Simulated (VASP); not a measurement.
# W (I4/mmm) in VASP: notebook

Runs on W. Level: PBEsol. Tasks: single point.

Everything below comes from runs of VASP 6.6.1. Logs are shortened: lines on timing, memory, paths and dates and some standing lists are left out, and cuts for length are marked.

## (1) The cell of the first run

The structure is tetragonal, space group I4/mmm (No. 139). The conventional cell has a = 2.910 Å, b = 2.910 Å, c = 3.951 Å, α = 90.00°, β = 90.00°, γ = 90.00°. W (site symmetry 4/mmm) has 12 W at 2.85 to 2.91 Å within 3.8 Å.

## (2) Single point, PBEsol

Contents of INCAR:

```
  PREC = Accurate
  ENCUT = 520
  EDIFF = 1E-6
  ISMEAR = 0
  SIGMA = 0.15
  LREAL = F
  LASPH = T
  NELM = 80
  ALGO = Fast
  ISIF = 2
  LWAVE = F
  LCHARG = F
  GGA = PS
  NBANDS = 13
```

Contents of KPOINTS:

```
Automatic mesh
0
Gamma
  22 22 22
```

Contents of POSCAR:

```
W
1.0
    0.0000000000      2.0578116752      1.9754992082
    2.0578116752      0.0000000000      1.9754992082
    2.0578116752      2.0578116752      0.0000000000
W
1
Direct
    0.0000000000      0.0000000000      0.0000000000
```

Potentials or basis: VASP PAW PBE potentials, release 64 (W_sv).

Started as:

```
cat potpaw_PBE.64/W_sv/POTCAR > POTCAR
mpirun -np 1 vasp_std > vasp.out
```

OUTCAR:

```text
PREC = Accurate
   ENCUT = 520
   EDIFF = 1E-6
   ISMEAR = 0
   LREAL = F
   LASPH = T
   NELM = 80
   ISIF = 2
   GGA = PS

 ion  position               nearest neighbor table
   1  0.000  0.000  0.000-

  LATTYP: Found a body centered tetragonal cell.
 ALAT       =     2.9101851799
 C/A-ratio  =     1.3576450199

  Lattice vectors:

 A1 = (   0.0000000000,  -2.0578116752,  -1.9754992082)
 A2 = (   0.0000000000,   2.0578116752,  -1.9754992082)
 A3 = (   2.0578116752,   0.0000000000,   1.9754992082)

Analysis of symmetry for initial positions (statically):
=====================================================================
 Subroutine PRICEL returns:
 Original cell was already a primitive cell.

 Routine SETGRP: Setting up the symmetry group for a
 body centered tetragonal supercell.

 Subroutine GETGRP returns: Found 16 space group operations
 (whereof 16 operations were pure point group operations)
 out of a pool of 16 trial point group operations.

The static configuration has the point symmetry D_4h.

Analysis of symmetry for dynamics (positions and initial velocities):
=====================================================================
 Subroutine PRICEL returns:
 Original cell was already a primitive cell.

 Routine SETGRP: Setting up the symmetry group for a
 body centered tetragonal supercell.

 Subroutine GETGRP returns: Found 16 space group operations
 (whereof 16 operations were pure point group operations)
 out of a pool of 16 trial point group operations.

The dynamic configuration has the point symmetry D_4h.

 Subroutine INISYM returns: Found 16 space group operations
 (whereof 16 operations are pure point group operations),
 and found     1 'primitive' translations

----------------------------------------------------------------------------------------

                                     Primitive cell

  volume of cell :      16.7309

  direct lattice vectors                    reciprocal lattice vectors
     0.000000000  2.057811675  1.975499208    -0.242976559  0.242976559  0.253100582
     2.057811675  0.000000000  1.975499208     0.242976559 -0.242976559  0.253100582
     2.057811675  2.057811675  0.000000000     0.242976559  0.242976559 -0.253100582

  length of vectors
     2.852575330  2.852575330  2.910185180     0.426772915  0.426772915  0.426772915

  position of ions in fractional coordinates (direct lattice)
     0.000000000  0.000000000  0.000000000

  ion indices of the primitive-cell ions
   primitive index   ion index
                 1           1

----------------------------------------------------------------------------------------

 KPOINTS: Automatic mesh

Automatic generation of k-mesh.
 Grid dimensions read from file:
 generate k-points for:   22   22   22

 Generating k-lattice:

  Cartesian coordinates                     Fractional coordinates (reciprocal lattice)
    -0.011044389  0.011044389  0.011504572     0.045454545  0.000000000  0.000000000
     0.011044389 -0.011044389  0.011504572     0.000000000  0.045454545  0.000000000
     0.011044389  0.011044389 -0.011504572     0.000000000  0.000000000  0.045454545

  Length of vectors
     0.019398769  0.019398769  0.019398769

  Shift w.r.t. Gamma in fractional coordinates (k-lattice)
     0.000000000  0.000000000  0.000000000

 Subroutine IBZKPT returns following result:
 ===========================================

 Found    834 irreducible k-points:

 Following reciprocal coordinates:
            Coordinates               Weight
  0.000000  0.000000  0.000000      1.000000
  0.045455  0.000000  0.000000      8.000000
  0.090909  0.000000  0.000000      8.000000
  0.136364  0.000000  0.000000      8.000000
  0.181818  0.000000  0.000000      8.000000
  0.227273  0.000000  0.000000      8.000000
[... 16 lines left out ...]
  0.500000  0.045455  0.000000      8.000000
 -0.454545  0.045455  0.000000      8.000000
 [... further k-points ...]
   k-points           NKPTS =    834   k-points in BZ     NKDIM =    834   number of bands    NBANDS=     13
   number of dos      NEDOS =    301   number of ions     NIONS =      1
   total plane-waves  NPLWV =  13824
   dimension x,y,z NGX =    24 NGY =   24 NGZ =   24
   dimension x,y,z NGXF=    48 NGYF=   48 NGZF=   48
   ions per type =               1
   NGX,Y,Z   is equivalent  to a cutoff of  13.99, 13.99, 13.71 a.u.
   NGXF,Y,Z  is equivalent  to a cutoff of  27.97, 27.97, 27.42 a.u.
 SYSTEM =  unknown system
   PREC   = accura    normal or accurate (medium, high low for compatibility)
   ISTART =      0    job   : 0-new  1-cont  2-samecut
   ICHARG =      2    charge: 1-file 2-atom 10-const
   ISPIN  =      1    spin polarized calculation?
   LNONCOLLINEAR =      F non collinear calculations
   LSORBIT =      F    spin-orbit coupling
   LASPH  =      T    aspherical Exc in radial PAW
   ENCUT  =  520.0 eV  38.22 Ry    6.18 a.u.   5.30  5.30  5.41*2*pi/ulx,y,z
   NELM   =     80;   NELMIN=  2; NELMDL= -5     # of ELM steps
   EDIFF  = 0.1E-05   stopping-criterion for ELM
   LREAL  =      F    real-space projection
   EDIFFG = 0.1E-04   stopping-criterion for IOM
   NSW    =      0    number of steps for IOM
   IBRION =     -1    ionic relax: 0-MD 1-quasi-New 2-CG
   NFREE  =      0    steps in history (QN), initial steepest desc. (CG)
   ISIF   =      2    stress and relaxation
   ISYM   =      2    0-nonsym 1-usesym 2-fastsym
   POTIM  = 0.5000    time-step for ionic-motion
   TEBEG  =    0.0;   TEEND  =   0.0 temperature during run
   PSTRESS=    0.0 pullay stress
   NELECT =      14.0000    total number of electrons
   NUPDOWN=      -1.0000    fix difference up-down
   EMIN   =  10.00;   EMAX   =-10.00  energy-range for DOS
   EFERMI =   0.00;   METHOD = LEGACY
   ISMEAR =     0;   SIGMA  =   0.15  broadening in eV -4-tet -1-fermi 0-gaus
   EFERMI_NEDOS =   21; number of points for ismear=-14 and -15
   IALGO  =     68    algorithm
   IMIX   =      4    mixing-type and parameters
     AMIX     =   0.40;   BMIX     =  1.00
     AMIX_MAG =   1.60;   BMIX_MAG =  1.00
  volume/ion in A,a.u.               =      16.73       112.91
  Fermi-wavevector in a.u.,A,eV,Ry     =   1.542688  2.915258 32.380324  2.379887
  Thomas-Fermi vector in A             =   2.648457
   LORBIT       =      0    0 simple, 1 ext, 2 COOP (PROOUT), +10 PAW based schemes
   GGA     = PS    functional components
   LHFCALC =     F    Hartree Fock is set to
   AEXX    =    0.0000 exact exchange contribution
   IVDW    =     0    specifies the selected vdW correction
   LEPSILON=     F    determine dielectric tensor
   LRPA    =     F    only Hartree local field effects (RPA)
 non-spin polarized calculation
 RMM-DIIS sequential band-by-band and
 Gauss-broadening in eV      SIGMA  =   0.15
  energy-cutoff  :      520.00
  volume of cell :       16.73
 maximum number of plane-waves:       471
 NGX is ok and might be reduce to    24
   NGX = 11   NGY = 11   NGZ = 11

 number of electron      14.0000001 magnetization

 Free energy of the ion-electron system (eV)
  ---------------------------------------------------
  ext. energy  EPLUGINS =         0.00000000
  ---------------------------------------------------
  free energy    TOTEN  =       -13.30637899 eV

  energy without entropy =      -13.29269739  energy(sigma->0) =      -13.29953819

 E-fermi :  10.1051     XC(G=0): -13.4492

 val. band max:       10.1044933820   @ k =   0.2727   0.0909   0.0000
 cond. band min:      10.1053483135   @ k =  -0.4545   0.1364   0.0455
 fundamental gap:      0.0008549315
 Fermi energy:        10.1050932667

 k-point     1 :       0.0000    0.0000    0.0000
  band No.  band energies     occupation
      1     -63.6191      2.00000
      2     -27.2770      2.00000
      3     -27.2770      2.00000
      4     -27.2484      2.00000
      5       1.1527      2.00000
      6       9.3587      2.00000
      7       9.3587      2.00000
      8       9.8688      1.97409
      9      12.1567      0.00000
     10      12.8986      0.00000
     11      22.8857      0.00000
     12      27.5134      0.00000
     13      27.5134      0.00000

 k-point     2 :       0.0455    0.0000    0.0000
  band No.  band energies     occupation
      1     -63.6172      2.00000
      2     -27.2953      2.00000
      3     -27.2806      2.00000
      4     -27.2557      2.00000
      5       1.2422      2.00000
      6       9.3283      2.00000
      7       9.4003      2.00000
      8       9.8712      1.97257
      9      12.1253      0.00000
     10      12.8527      0.00000
     11      23.0665      0.00000
     12      27.2972      0.00000
     13      27.6767      0.00000

 k-point     3 :       0.0909    0.0000    0.0000
  band No.  band energies     occupation
      1     -63.6114      2.00000
      2     -27.3597      2.00000
      3     -27.2912      2.00000
      4     -27.2661      2.00000
      5       1.5044      2.00000
      6       9.2025      2.00000
      7       9.5123      2.00000
      8       9.9238      1.91256
      9      12.0518      0.00000
     10      12.7336      0.00000
     11      23.5734      0.00000
     12      26.5779      0.00000
     13      28.1560      0.00000

 k-point     4 :       0.1364    0.0000    0.0000
  band No.  band energies     occupation
      1     -63.6024      2.00000
      2     -27.4644      2.00000
      3     -27.3078      2.00000
      4     -27.2779      2.00000
      5       1.9201      2.00000
      6       8.9808      2.00000
      7       9.6517      1.99998
      8      10.0488      1.40471
      9      11.9988      0.00000
     10      12.5953      0.00000
     11      24.2432      0.00000
     12      25.7431      0.00000
     13      28.9225      0.00000

 k-point     5 :       0.1818    0.0000    0.0000
  band No.  band energies     occupation
      1     -63.5907      2.00000
      2     -27.5979      2.00000
      3     -27.3291      2.00000
      4     -27.2921      2.00000
      5       2.4537      2.00000
      6       8.7386      2.00000
      7       9.7443      1.99933
      8      10.1809      0.47502
      9      12.0632      0.00000
     10      12.5241      0.00000
     11      24.2259      0.00000
     12      25.7493      0.00000
     13      29.9369      0.00000

 k-point     6 :       0.2273    0.0000    0.0000
  band No.  band energies     occupation
      1     -63.5773      2.00000
      2     -27.7477      2.00000
      3     -27.3533      2.00000
      4     -27.3079      2.00000
      5       3.0479      2.00000
      6       8.5669      2.00000
      7       9.7259      1.99965
      8      10.2331      0.22761
      9      12.3265      0.00000
     10      12.6167      0.00000
     11      23.4641      0.00000
     12      26.4639      0.00000
     13      31.1559      0.00000

 k-point     7 :       0.2727    0.0000    0.0000
  band No.  band energies     occupation
      1     -63.5634      2.00000
      2     -27.9010      2.00000
      3     -27.3784      2.00000
      4     -27.3242      2.00000
      5       3.6191      2.00000
      6       8.5584      2.00000
      7       9.6033      2.00000
      8      10.1691      0.54615
      9      12.7861      0.00000
     10      12.9117      0.00000
     11      22.6880      0.00000
     12      26.6110      0.00000
     13      32.4571      0.00000
[... 193 lines left out ...]
 k-point    20 :       0.3636    0.0455    0.0000
  band No.  band energies     occupation
      1     -63.5401      2.00000
      2     -28.1340      2.00000
      3     -27.4331      2.00000
      4     -27.3531      2.00000
      5       4.3692      2.00000
      6       8.9868      2.00000
      7       9.4006      2.00000
      8       9.8290      1.99076
      9      13.4976      0.00000
     10      14.1353      0.00000
     11      21.6182      0.00000
     12      25.0159      0.00000
     13      30.3430      0.00000

 k-point    21 :       0.4091    0.0455    0.0000
  band No.  band energies     occupation
      1     -63.5302      2.00000
      2     -28.2373      2.00000
      3     -27.4481      2.00000
      4     -27.3679      2.00000
      5       4.5422      2.00000
      6       9.2479      2.00000
      7       9.5162      2.00000
      8       9.7151      1.99976
      9      14.0864      0.00000
     10      14.6748      0.00000
     11      20.9777      0.00000
     12      23.8394      0.00000
     13      29.2133      0.00000

 k-point    22 :       0.4545    0.0455    0.0000
  band No.  band energies     occupation
      1     -63.5234      2.00000
      2     -28.3069      2.00000
      3     -27.4568      2.00000
      4     -27.3798      2.00000
      5       4.6108      2.00000
      6       9.1360      2.00000
      7       9.5102      2.00000
      8      10.1873      0.43809
      9      14.5911      0.00000
     10      15.0472      0.00000
     11      20.3792      0.00000
     12      23.0413      0.00000
     13      28.4711      0.00000

 k-point    23 :       0.5000    0.0455    0.0000
  band No.  band energies     occupation
      1     -63.5204      2.00000
      2     -28.3383      2.00000
      3     -27.4585      2.00000
      4     -27.3878      2.00000
      5       4.6304      2.00000
      6       9.0782      2.00000
      7       9.4493      2.00000
      8      10.5429      0.00004
      9      14.9085      0.00000
     10      15.1525      0.00000
     11      20.0180      0.00000
     12      22.6949      0.00000
     13      28.2421      0.00000

 k-point    24 :      -0.4545    0.0455    0.0000
  band No.  band energies     occupation
      1     -63.5212      2.00000
      2     -28.3292      2.00000
      3     -27.4532      2.00000
      4     -27.3912      2.00000
      5       4.6264      2.00000
      6       9.0811      2.00000
      7       9.4430      2.00000
      8      10.5017      0.00018
      9      14.9518      0.00000
     10      14.9711      0.00000
     11      20.1139      0.00000
     12      22.7513      0.00000
     13      28.5716      0.00000

 [... further k-points ...]
[... 5 lines left out ...]
  --------------------------------------------------------------------------------------
  -------------------------------------------------------------------------------------
  Total       -0.8614951     -0.8614951     -2.1414952      0.0000000     -0.0000000      0.0000000
  in kB      -82.4983556    -82.4983556   -205.0735134      0.0000000     -0.0000000      0.0000000
  external PRESSURE =    -123.3567415 kB  Pullay stress =       0.0000000 kB

 VOLUME and BASIS-vectors are now :
 -----------------------------------------------------------------------------
  energy-cutoff  :      520.00
  volume of cell :       16.73
      direct lattice vectors                 reciprocal lattice vectors
     0.000000000  2.057811675  1.975499208    -0.242976559  0.242976559  0.253100582
     2.057811675  0.000000000  1.975499208     0.242976559 -0.242976559  0.253100582
     2.057811675  2.057811675  0.000000000     0.242976559  0.242976559 -0.253100582

 POSITION                                       TOTAL-FORCE (eV/Angst)
 -----------------------------------------------------------------------------------
      0.00000      0.00000      0.00000         0.000000      0.000000      0.000000
 -----------------------------------------------------------------------------------
    total drift:                                0.000000      0.000000     -0.000000

  FREE ENERGIE OF THE ION-ELECTRON SYSTEM (eV)
  ---------------------------------------------------
  free  energy   TOTEN  =       -13.3063789866 eV

  energy  without entropy=      -13.2926973911  energy(sigma->0) =      -13.29953819
```

Wall time 1.7 min (1 thread of Intel Xeon Platinum 8259CL at 2.50GHz (Skylake/Cascade Lake), shared host); peak memory 0.29 GiB.

What came out:

```
Free energy            : -13.3064 eV
Pressure               : -12.3 GPa
Band gap on the k mesh : zero (band 7 reaches 13.56 eV, above the bottom of band 8 at 9.54 eV)
```

Stress tensor (GPa, compression positive):
```
 -8.25   0.00   0.00
  0.00  -8.25   0.00
  0.00   0.00 -20.51
```

Caveat: the PAW data sets were made with another functional, which shifts forces and pressure a little; spin-orbit coupling is left out, which moves the levels of the heavy elements.

[end of part 1 of 2]
